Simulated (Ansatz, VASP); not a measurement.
Two plane-wave programs on Ti

The input INCAR:

```
SYSTEM = Ti
ALGO = Normal ; EDIFF = 1E-6
ENCUT = 520 ; GGA = PE
ISIF = 2 ; ISMEAR = 0
LASPH = .True. ; LCHARG = .False.
LREAL = .False. ; LWAVE = .False.
NBANDS = 12 ; NELM = 100
PREC = Accurate ; SIGMA = 0.15
```

The input KPOINTS:

```
k-points
0
Gamma
  20 20 20
  0 0 0
```

POSCAR

```
Ti
1.0
   -1.6656150000      1.6410000000      1.6410000000
    1.6656150000     -1.6410000000      1.6410000000
    1.6656150000      1.6410000000     -1.6410000000
Ti
1
Direct
    0.0000000000      0.0000000000      0.0000000000
```

Input for Ansatz:

```yaml
crystal:
  lattice:
    - [-1.665615, 1.641, 1.641]
    - [1.665615, -1.641, 1.641]
    - [1.665615, 1.641, -1.641]
  atoms:
    - { symbol: Ti, position: [0.0, 0.0, 0.0] }
basis:
  ecutwfc: 420
kpoints:
  mp_grid: { grid: [20, 20, 20] }
hamiltonian:
  xc: pbe
scf:
  occupations: { method: gaussian, width: 0.15 }
output:
  forces: true
  stress: true
  eigenvalues: true
```

Change from the starting cell: strain +0.0150 x Voigt [1, 0, 0, 0, 0, 0], atoms carried along.

Alike in both runs: task single point; functional PBE; k mesh 20 × 20 × 20; occupations gaussian, width 0.15 eV; no spin polarisation.

|  | VASP | Ansatz |
| --- | --- | --- |
| version | VASP 6.6.1 | Ansatz 0.2.0 |
| potentials or method | VASP PAW PBE potentials, release 64 (Ti_sv), cutoff 520 eV | scalar-relativistic, plane waves, PAW |
| valence electrons in the cell | 12 | 12 |

```csv
,VASP,Ansatz,Ansatz less VASP
gap on the k mesh at the Fermi level (eV),none,none,-
pressure (GPa),-4.0,-3.8,+0.20
"traceless stress, the component that is largest in VASP (GPa)",0.25,0.25,0.000
```

A gap of «none» marks a metal or a gap that the smearing closes. With one functional, cell and mesh, what is left measures potentials, basis and numerics.
